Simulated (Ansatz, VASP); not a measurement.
**One calculation of Zn3CO, two programs**

File INCAR:

```
  ALGO = Normal
  EDIFF = 1E-6
  ENCUT = 520
  GGA = PE
  ISIF = 2
  ISMEAR = 0
  LASPH = T
  LCHARG = F
  LREAL = F
  LWAVE = F
  NBANDS = 31
  NELM = 100
  PREC = Accurate
  SIGMA = 0.05
```

KPOINTS

```
k-points
0
Gamma
  4 4 4
```

Contents of POSCAR:

```
Zn3CO
1.0
    4.2800000000      0.0000000000      0.0000000000
    0.0000000000      4.2800000000      0.0000000000
    0.0000000000      0.0000000000      4.2800000000
C O Zn
1 1 3
Direct
    0.0000000000      0.0000000000      0.0000000000
    0.5000000000      0.5000000000      0.5000000000
    0.5000000000      0.5000000000      0.0000000000
    0.5000000000      0.0000000000      0.5000000000
    0.0000000000      0.5000000000      0.5000000000
```

Input for Ansatz:

```yaml
crystal:
  lattice:
    - [4.28, 0.0, 0.0]
    - [0.0, 4.28, 0.0]
    - [0.0, 0.0, 4.28]
  atoms:
    - { symbol: C, position: [0.0, 0.0, 0.0] }
    - { symbol: O, position: [0.5, 0.5, 0.5] }
    - { symbol: Zn, position: [0.5, 0.5, 0.0] }
    - { symbol: Zn, position: [0.5, 0.0, 0.5] }
    - { symbol: Zn, position: [0.0, 0.5, 0.5] }
basis:
  ecutwfc: 420
kpoints:
  mp_grid: { grid: [4, 4, 4] }
hamiltonian:
  xc: pbe
scf:
  occupations: { method: gaussian, width: 0.05 }
output:
  forces: true
  stress: true
  eigenvalues: true
```

Alike in both runs: task single point; functional PBE; k mesh 4 × 4 × 4; occupations gaussian, width 0.05 eV; no spin polarisation.

```csv
,VASP,Ansatz
version,VASP 6.6.1,Ansatz 0.2.0
potentials or method,"VASP PAW PBE potentials, release 64 (C, O, Zn), cutoff 520 eV","scalar-relativistic, plane waves, PAW"
valence electrons in the cell,46,46
```

```csv
,VASP,Ansatz,Ansatz less VASP
gap on the k mesh at the Fermi level (eV),none,none,-
pressure (GPa),-10.8,-11.0,-0.24
```

A gap of «none» marks a metal or a gap that the smearing closes. With one functional, cell and mesh, what is left measures potentials, basis and numerics.

The k mesh is coarse, so the values compare programs but aren't converged.
